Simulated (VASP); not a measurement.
Wanted: the native input for a VASP 6.6.1 run.

- Task: relaxation of cell and atoms
- Functional: PBE
- Potentials or basis: VASP PAW PBE potentials, release 64 (W_sv)
- Cutoff: 600 eV
- k mesh: 24 × 24 × 24
- Occupations: gaussian, width 0.3 eV
- Spin: no spin polarisation
- Dipole correction: no
- Further INCAR settings: ALGO = Normal; EDIFF = 1e-06; IBRION = 2; EDIFFG = -0.005; NSW = 80; ISIF = 3

The structure of W lies in POSCAR:

```
W
1.0
   -1.5900000000      1.5900000000      1.5900000000
    1.5900000000     -1.5900000000      1.5900000000
    1.5900000000      1.5900000000     -1.5900000000
W
1
Direct
    0.0000000000      0.0000000000      0.0000000000
```

The input as run:

INCAR

```
SYSTEM = W
PREC     = Accurate       ! precision mode
ENCUT    = 600            ! plane-wave cutoff, eV
EDIFF    = 1E-6           ! SCF threshold, eV
ISMEAR   = 0              ! smearing method
SIGMA    = 0.3            ! smearing width, eV
LREAL    = .False.        ! projectors in reciprocal space
LASPH    = .True.         ! aspherical terms in the spheres
NELM     = 80             ! most SCF steps
ALGO     = Normal         ! electronic algorithm
ISIF     = 3              ! what is computed and relaxed
LWAVE    = .False.        ! write WAVECAR
LCHARG   = .False.        ! write CHGCAR
GGA      = PE             ! functional
IBRION   = 2              ! ionic algorithm
NSW      = 80             ! ionic steps
EDIFFG   = -0.005         ! ionic threshold
```

KPOINTS

```
regular mesh
0
Gamma
  24 24 24
  0 0 0
```

Potentials or basis: VASP PAW PBE potentials, release 64 (W_sv).

Launch:

```console
$ cat potpaw_PBE.64/W_sv/POTCAR > POTCAR
$ mpirun -np 1 vasp_std > vasp.out
```

Results of the run:

The relaxed volume is 16.17 Å³/atom and the relaxed cell is a = 2.759 Å, b = 2.759 Å, c = 2.759 Å, α = 109.47°, β = 109.47°, γ = 109.47°. The space group after relaxing (to 0.05 Å) is Im-3m (No. 229) and the energy gained by relaxing is 0.4 meV/atom. The ionic steps are 3, the pressure after relaxing is 0.0 GPa and the band gap on the k mesh is zero (band 7 reaches 16.19 eV, above the bottom of band 8 at 9.97 eV).

Caveat: spin-orbit coupling is left out, which moves the levels of the heavy elements.

Run time: 44 s on 1 thread of Intel(R) Xeon(R) 6975P-C (Granite Rapids), on a shared host, peak memory 0.22 GiB.
